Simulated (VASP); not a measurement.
# Nd3Si2I (P-3m1) in VASP: a series of runs

Nd3Si2I is run at these levels: PBE; tasks: single point, relaxation of shape and atoms at fixed volume.

Program: VASP 6.6.1. These are calculated values, not measurements. Logs are shortened: lines on timing, memory, paths and dates and some standing lists are left out, and cuts for length are marked.

## 1. The cell of the first run

The structure is trigonal, space group P-3m1 (No. 164). The conventional cell has a = 4.310 Å, b = 4.310 Å, c = 11.248 Å, α = 90.00°, β = 90.00°, γ = 120.00°. Nd (site symmetry 3m) has 3 Si at 2.90 Å and 3 I at 3.43 Å within 3.8 Å. Within 4.4 Å of Nd (site symmetry -3m) lie 6 Si at 3.06 Å and 12 Nd at 4.11 to 4.31 Å. Within 3.8 Å of Si (site symmetry 3m) lie 6 Nd at 2.90 to 3.06 Å. Within 4.6 Å of I (site symmetry -3m) lie 6 Nd at 3.43 Å and 6 I at 4.31 Å and 6 Si at 4.58 Å.

The cell was generated, and may not be a known phase.

## 2. Single point, PBE

INCAR reads:

```
SYSTEM = Nd3Si2I
ALGO = Normal ; EDIFF = 1E-6
ENCUT = 500 ; GGA = PE
GGA_COMPAT = .FALSE. ; ISIF = 2
ISMEAR = 0 ; LASPH = .TRUE.
LCHARG = .FALSE. ; LMAXMIX = 6
LREAL = .FALSE. ; LWAVE = .FALSE.
NBANDS = 33 ; NELM = 200
PREC = Accurate ; SIGMA = 0.15
```

KPOINTS reads:

```
k-points
0
G
  4 4 2
  0 0 0
```

POSCAR reads:

```
Nd3Si2I
1.0
    4.3103942457      0.0000000031      0.0000000000
   -2.1551971255      3.7329109156      0.0000000000
    0.0000000000      0.0000000000     11.2482526773
Nd Si I
3 2 1
Direct
    0.3333333333      0.6666666667      0.2094013680
    0.0000000000      0.0000000000      0.5000000000
    0.6666666667      0.3333333333      0.7905986320
    0.3333333333      0.6666666667      0.6577796018
    0.6666666667      0.3333333333      0.3422203982
    0.0000000000      0.0000000000      0.0000000000
```

Potentials or basis: VASP PAW PBE potentials, release 64 (Nd_3, Si, I), 4f in core.

Started as:

```
$ cat potpaw_PBE.64/Nd_3/POTCAR potpaw_PBE.64/Si/POTCAR potpaw_PBE.64/I/POTCAR > POTCAR
$ mpirun -np 1 vasp_std > vasp.out
```

OUTCAR:

```text
SYSTEM = Nd3Si2I
   EDIFF = 1E-6
   ENCUT = 500
   GGA = PE
   ISIF = 2
   ISMEAR = 0
   LASPH = .TRUE.
   LREAL = .FALSE.
   NELM = 200
   PREC = Accurate

 ion  position               nearest neighbor table
   1  0.333  0.667  0.209-   5 2.90   5 2.90   5 2.90   6 3.43   6 3.43   6 3.43
   2  0.000  0.000  0.500-   4 3.06   5 3.06   5 3.06   4 3.06   5 3.06   4 3.06
   3  0.667  0.333  0.791-   4 2.90   4 2.90   4 2.90   6 3.43   6 3.43   6 3.43
   4  0.333  0.667  0.658-   3 2.90   3 2.90   3 2.90   2 3.06   2 3.06   2 3.06
   5  0.667  0.333  0.342-   1 2.90   1 2.90   1 2.90   2 3.06   2 3.06   2 3.06
   6  0.000  0.000  0.000-   1 3.43   3 3.43   3 3.43   1 3.43   3 3.43   1 3.43

  LATTYP: Found a hexagonal cell.
 ALAT       =     4.3103942457
 C/A-ratio  =     2.6095647025

  Lattice vectors:

 A1 = (   4.3103942457,   0.0000000031,   0.0000000000)
 A2 = (  -2.1551971255,   3.7329109156,   0.0000000000)
 A3 = (   0.0000000000,   0.0000000000,  11.2482526773)

Analysis of symmetry for initial positions (statically):
=====================================================================
 Subroutine PRICEL returns:
 Original cell was already a primitive cell.

 Routine SETGRP: Setting up the symmetry group for a
 hexagonal supercell.

 Subroutine GETGRP returns: Found 12 space group operations
 (whereof 12 operations were pure point group operations)
 out of a pool of 24 trial point group operations.

The static configuration has the point symmetry D_3d.

Analysis of symmetry for dynamics (positions and initial velocities):
=====================================================================
 Subroutine PRICEL returns:
 Original cell was already a primitive cell.

 Routine SETGRP: Setting up the symmetry group for a
 hexagonal supercell.

 Subroutine GETGRP returns: Found 12 space group operations
 (whereof 12 operations were pure point group operations)
 out of a pool of 24 trial point group operations.

The dynamic configuration has the point symmetry D_3d.

 Subroutine INISYM returns: Found 12 space group operations
 (whereof 12 operations are pure point group operations),
 and found     1 'primitive' translations

----------------------------------------------------------------------------------------

                                     Primitive cell

  volume of cell :     180.9880

  direct lattice vectors                    reciprocal lattice vectors
     4.310394246  0.000000003  0.000000000     0.231997340  0.133943727  0.000000000
    -2.155197125  3.732910916  0.000000000    -0.000000000  0.267887454  0.000000000
     0.000000000  0.000000000 11.248252677     0.000000000  0.000000000  0.088902697

  length of vectors
     4.310394246  4.310394246 11.248252677     0.267887454  0.267887454  0.088902697

  position of ions in fractional coordinates (direct lattice)
     0.333333333  0.666666667  0.209401368
     0.000000000  0.000000000  0.500000000
     0.666666667  0.333333333  0.790598632
     0.333333333  0.666666667  0.657779602
     0.666666667  0.333333333  0.342220398
     0.000000000  0.000000000  0.000000000

  ion indices of the primitive-cell ions
   primitive index   ion index
                 1           1
                 2           2
                 3           3
                 4           4
                 5           5
                 6           6

----------------------------------------------------------------------------------------

 KPOINTS: k-points

Automatic generation of k-mesh.
 Grid dimensions read from file:
 generate k-points for:    4    4    2

 Generating k-lattice:

  Cartesian coordinates                     Fractional coordinates (reciprocal lattice)
     0.057999335  0.033485932  0.000000000     0.250000000  0.000000000  0.000000000
    -0.000000000  0.066971863  0.000000000     0.000000000  0.250000000  0.000000000
     0.000000000  0.000000000  0.044451349     0.000000000  0.000000000  0.500000000

  Length of vectors
     0.066971863  0.066971863  0.044451349

  Shift w.r.t. Gamma in fractional coordinates (k-lattice)
     0.000000000  0.000000000  0.000000000

 Subroutine IBZKPT returns following result:
 ===========================================

 Found      8 irreducible k-points:

 Following reciprocal coordinates:
            Coordinates               Weight
  0.000000  0.000000  0.000000      1.000000
  0.250000  0.000000  0.000000      6.000000
  0.500000  0.000000  0.000000      3.000000
  0.250000  0.250000  0.000000      6.000000
  0.000000  0.000000  0.500000      1.000000
  0.250000  0.000000  0.500000      6.000000
  0.500000  0.000000  0.500000      3.000000
  0.250000  0.250000  0.500000      6.000000
   k-points           NKPTS =      8   k-points in BZ     NKDIM =      8   number of bands    NBANDS=     33
   number of dos      NEDOS =    301   number of ions     NIONS =      6
   total plane-waves  NPLWV =  86016
   dimension x,y,z NGX =    32 NGY =   32 NGZ =   84
   dimension x,y,z NGXF=    64 NGYF=   64 NGZF=  168
   ions per type =               3   2   1
   NGX,Y,Z   is equivalent  to a cutoff of  12.34, 12.34, 12.41 a.u.
   NGXF,Y,Z  is equivalent  to a cutoff of  24.68, 24.68, 24.83 a.u.
 SYSTEM =  Nd3Si2I
   PREC   = accura    normal or accurate (medium, high low for compatibility)
   ISTART =      0    job   : 0-new  1-cont  2-samecut
   ICHARG =      2    charge: 1-file 2-atom 10-const
   ISPIN  =      1    spin polarized calculation?
   LNONCOLLINEAR =      F non collinear calculations
   LSORBIT =      F    spin-orbit coupling
   LASPH  =      T    aspherical Exc in radial PAW
   ENCUT  =  500.0 eV  36.75 Ry    6.06 a.u.   7.86  7.86 20.51*2*pi/ulx,y,z
   NELM   =    200;   NELMIN=  2; NELMDL= -5     # of ELM steps
   EDIFF  = 0.1E-05   stopping-criterion for ELM
   LREAL  =      F    real-space projection
   EDIFFG = 0.1E-04   stopping-criterion for IOM
   NSW    =      0    number of steps for IOM
   IBRION =     -1    ionic relax: 0-MD 1-quasi-New 2-CG
   NFREE  =      0    steps in history (QN), initial steepest desc. (CG)
   ISIF   =      2    stress and relaxation
   ISYM   =      2    0-nonsym 1-usesym 2-fastsym
   POTIM  = 0.5000    time-step for ionic-motion
   TEBEG  =    0.0;   TEEND  =   0.0 temperature during run
   PSTRESS=    0.0 pullay stress
   NELECT =      48.0000    total number of electrons
   NUPDOWN=      -1.0000    fix difference up-down
   EMIN   =  10.00;   EMAX   =-10.00  energy-range for DOS
   EFERMI =   0.00;   METHOD = LEGACY
   ISMEAR =     0;   SIGMA  =   0.15  broadening in eV -4-tet -1-fermi 0-gaus
   EFERMI_NEDOS =   21; number of points for ismear=-14 and -15
   IALGO  =     38    algorithm
   IMIX   =      4    mixing-type and parameters
     AMIX     =   0.40;   BMIX     =  1.00
     AMIX_MAG =   1.60;   BMIX_MAG =  1.00
  volume/ion in A,a.u.               =      30.16       203.56
  Fermi-wavevector in a.u.,A,eV,Ry     =   1.051813  1.987639 15.052280  1.106311
  Thomas-Fermi vector in A             =   2.186871
   LORBIT       =      0    0 simple, 1 ext, 2 COOP (PROOUT), +10 PAW based schemes
   GGA     = PE    functional components
   LHFCALC =     F    Hartree Fock is set to
   AEXX    =    0.0000 exact exchange contribution
   IVDW    =     0    specifies the selected vdW correction
   LEPSILON=     F    determine dielectric tensor
   LRPA    =     F    only Hartree local field effects (RPA)
 non-spin polarized calculation
 Gauss-broadening in eV      SIGMA  =   0.15
  energy-cutoff  :      500.00
  volume of cell :      180.99
 maximum number of plane-waves:      4614
 NGX is ok and might be reduce to    32
   NGX = 15   NGY = 15   NGZ = 41

 number of electron      47.9999999 magnetization

 Free energy of the ion-electron system (eV)
  ---------------------------------------------------
  ext. energy  EPLUGINS =         0.00000000
  ---------------------------------------------------
  free energy    TOTEN  =       -31.34832227 eV

  energy without entropy =      -31.31478041  energy(sigma->0) =      -31.33155134

 E-fermi :   4.2500     XC(G=0):  -9.4403

 val. band max:        4.1816574073   @ k =   0.2500   0.0000   0.5000
 cond. band min:       4.3438954971   @ k =   0.5000   0.0000   0.0000
 fundamental gap:      0.1622380899
 Fermi energy:         4.2499770996

 k-point     1 :       0.0000    0.0000    0.0000
  band No.  band energies     occupation
      1     -33.6569      2.00000
      2     -33.6562      2.00000
      3     -32.8483      2.00000
      4     -14.9652      2.00000
      5     -14.9263      2.00000
      6     -14.7002      2.00000
[... 25 lines left out ...]
     32       6.3957      0.00000
     33       7.1098      0.00000

 k-point     2 :       0.2500    0.0000    0.0000
  band No.  band energies     occupation
      1     -33.6512      2.00000
      2     -33.6507      2.00000
      3     -32.8428      2.00000
      4     -14.9298      2.00000
      5     -14.9003      2.00000
      6     -14.8182      2.00000
[... 25 lines left out ...]
     32       7.6639      0.00000
     33       7.7190      0.00000

 k-point     3 :       0.5000    0.0000    0.0000
  band No.  band energies     occupation
      1     -33.6454      2.00000
      2     -33.6453      2.00000
      3     -32.8373      2.00000
      4     -14.9401      2.00000
      5     -14.9242      2.00000
      6     -14.8884      2.00000
[... 25 lines left out ...]
     32       7.8276      0.00000
     33       7.8884      0.00000

 k-point     4 :       0.2500    0.2500    0.0000
  band No.  band energies     occupation
      1     -33.6454      2.00000
      2     -33.6453      2.00000
      3     -32.8373      2.00000
      4     -14.8958      2.00000
      5     -14.8882      2.00000
      6     -14.8821      2.00000
[... 25 lines left out ...]
     32       7.9221      0.00000
     33       8.1767      0.00000

 k-point     5 :       0.0000    0.0000    0.5000
  band No.  band energies     occupation
      1     -33.6567      2.00000
      2     -33.6563      2.00000
      3     -32.8483      2.00000
      4     -14.9841      2.00000
      5     -14.9053      2.00000
      6     -14.6999      2.00000
[... 25 lines left out ...]
     32       6.7318      0.00000
     33       7.9468      0.00000

 k-point     6 :       0.2500    0.0000    0.5000
  band No.  band energies     occupation
      1     -33.6511      2.00000
      2     -33.6508      2.00000
      3     -32.8428      2.00000
      4     -14.9360      2.00000
      5     -14.8913      2.00000
      6     -14.8241      2.00000
[... 25 lines left out ...]
     32       7.0288      0.00000
     33       7.8002      0.00000

 k-point     7 :       0.5000    0.0000    0.5000
  band No.  band energies     occupation
      1     -33.6454      2.00000
      2     -33.6453      2.00000
      3     -32.8373      2.00000
      4     -14.9482      2.00000
      5     -14.9159      2.00000
      6     -14.8783      2.00000
[... 25 lines left out ...]
     32       7.9245      0.00000
     33       7.9325      0.00000

 k-point     8 :       0.2500    0.2500    0.5000
  band No.  band energies     occupation
      1     -33.6454      2.00000
      2     -33.6453      2.00000
      3     -32.8373      2.00000
      4     -14.8988      2.00000
      5     -14.8859      2.00000
      6     -14.8824      2.00000
[... 25 lines left out ...]
     32       7.8949      0.00000
     33       8.0578      0.00000

------------------------ aborting loop because EDIFF is reached ----------------------------------------

  FORCE on cell =-STRESS in cart. coord.  units (eV):
  Direction    XX          YY          ZZ          XY          YZ          ZX
  --------------------------------------------------------------------------------------
  -------------------------------------------------------------------------------------
  Total        0.2773584      0.2773584      0.2338174      0.0000000      0.0000000     -0.0000000
  in kB        2.4552865      2.4552865      2.0698441      0.0000000      0.0000000     -0.0000000
  external PRESSURE =       2.3268057 kB  Pullay stress =       0.0000000 kB

 VOLUME and BASIS-vectors are now :
 -----------------------------------------------------------------------------
  energy-cutoff  :      500.00
  volume of cell :      180.99
      direct lattice vectors                 reciprocal lattice vectors
     4.310394246  0.000000003  0.000000000     0.231997340  0.133943727  0.000000000
    -2.155197125  3.732910916  0.000000000    -0.000000000  0.267887454  0.000000000
     0.000000000  0.000000000 11.248252677     0.000000000  0.000000000  0.088902697

 POSITION                                       TOTAL-FORCE (eV/Angst)
 -----------------------------------------------------------------------------------
     -0.00000      2.48861      2.35540         0.000000     -0.000000     -0.003768
      0.00000      0.00000      5.62413        -0.000000      0.000000      0.000000
      2.15520      1.24430      8.89285        -0.000000      0.000000      0.003768
     -0.00000      2.48861      7.39887        -0.000000     -0.000000      0.015844
      2.15520      1.24430      3.84938         0.000000      0.000000     -0.015844
      0.00000      0.00000      0.00000        -0.000000      0.000000      0.000000
 -----------------------------------------------------------------------------------
    total drift:                                0.000000      0.000000      0.000000

  FREE ENERGIE OF THE ION-ELECTRON SYSTEM (eV)
  ---------------------------------------------------
  free  energy   TOTEN  =       -31.3483222735 eV

  energy  without entropy=      -31.3147804104  energy(sigma->0) =      -31.33155134
```

Wall time 27 s (1 thread of Intel Xeon 6975P-C (Granite Rapids), shared host); peak memory 0.29 GiB.

What came out:

```
Free energy            : -31.3483 eV
Pressure               : 0.2 GPa
Largest force          : 0.016 eV/Å
Band gap on the k mesh : zero (bands 24 and 25 overlap by 0.21 eV)
```

Forces on the atoms (eV/Å):
```
Nd   0.000  0.000 -0.004
Nd   0.000  0.000  0.000
Nd   0.000  0.000  0.004
Si   0.000  0.000  0.016
Si   0.000  0.000 -0.016
I    0.000  0.000  0.000
```

Caveat: the k points lie up to 0.42 Å⁻¹ apart; spin-orbit coupling is left out, which moves the levels of the heavy elements; the 4f electrons are frozen in the core, so they carry no moment and show no levels; the run has no spin polarisation, though such a crystal can be magnetic.

(Continued in part 2 of 2.)

The gap in the log of VASP goes by the Fermi energy; the results here count the filled bands.